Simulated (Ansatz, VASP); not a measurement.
# Two plane-wave programs on La

The input INCAR:

```
SYSTEM = La
PREC     = Accurate       ! precision mode
ENCUT    = 520            ! plane-wave cutoff, eV
EDIFF    = 1E-6           ! SCF threshold, eV
ISMEAR   = -1             ! smearing method
SIGMA    = 0.05           ! smearing width, eV
LREAL    = .False.        ! projectors in reciprocal space
LASPH    = .True.         ! aspherical terms in the spheres
NELM     = 80             ! most SCF steps
ALGO     = Fast           ! electronic algorithm
ISIF     = 2              ! what is computed and relaxed
LWAVE    = .False.        ! write WAVECAR
LCHARG   = .False.        ! write CHGCAR
GGA      = PS             ! functional
NBANDS   = 30             ! bands
```

The input KPOINTS:

```
regular mesh
0
Gamma
  7 7 2
  0 0 0
```

POSCAR

```
La
1.0
    3.7700000000      0.0188500000      0.0000000000
   -1.8686754211      3.2554907723      0.0000000000
    0.0000000000      0.0000000000     12.1590000000
La
4
Direct
    0.6666666667      0.3333333333      0.2500000000
    0.3333333333      0.6666666667      0.7500000000
    0.0000000000      0.0000000000      0.5000000000
    0.0000000000      0.0000000000      0.0000000000
```

Contents of input.yaml:

```yaml
crystal:
  lattice:
    - [3.77, 0.01885, 0.0]
    - [-1.8686754211, 3.2554907723, 0.0]
    - [0.0, 0.0, 12.159]
  atoms:
    - { symbol: La, position: [0.6666666667, 0.3333333333, 0.25] }
    - { symbol: La, position: [0.3333333333, 0.6666666667, 0.75] }
    - { symbol: La, position: [0.0, 0.0, 0.5] }
    - { symbol: La, position: [0.0, 0.0, 0.0] }
hamiltonian:
  xc: pbesol
  pseudopotentials: { kind: paw }
kpoints:
  mp_grid: { grid: [7, 7, 2] }
  band_path:
    path:
      - [[0.0, 0.0, 0.0], [0.5, 0.0, 0.0], [0.6666333317, -0.3362036337, 0.0], [0.5, -0.5, 0.0], [0.5, -0.5, 0.5], [0.3333666683, -0.6637963663, 0.5], [0.0, -0.5, 0.5], [0.0, -0.5, 0.0], [0.3333666683, -0.6637963663, 0.0]]
      - [[0.6666333317, -0.3362036337, 0.5], [0.5, 0.0, 0.5], [0.0, 0.0, 0.5]]
      - [[0.5, 0.0, 0.0], [0.5, 0.0, 0.5]]
    npoints: 14
scf:
  occupations: { method: fermi_dirac, width: 0.05 }
  n_extra_bands: 10
output:
  forces: true
  stress: true
  eigenvalues: true
  fatbands: true
```

Alike in both runs: functional PBEsol; k mesh 7 × 7 × 2; occupations fermi-dirac, width 0.05 eV; no spin polarisation.

|  | VASP | Ansatz |
| --- | --- | --- |
| version | VASP 6.6.1 | Ansatz 0.2.0 |
| potentials or method | VASP PAW PBE potentials, release 64 (La) | Ansatz PAW |
| plane-wave cutoff (eV) | 520 | 420 |
| valence electrons in the cell | 44 | 44 |
| task | single point | band structure |

```csv
,VASP,Ansatz,Ansatz less VASP
gap on the k mesh at the Fermi level (eV),none,none,-
pressure (GPa),-2.3,-2.4,-0.08
"traceless stress, the component that is largest in VASP (GPa)",0.26,0.26,+0.006
rms of the force components (eV/Å),0.004,0.004,+0.0001
```

VASP's potentials were made for PBE, not for PBEsol. Atom by atom the forces differ by 0.000 eV/Å (rms over components). A gap of «none» marks a metal or a gap that the smearing closes.

Neither program's run includes spin-orbit coupling.
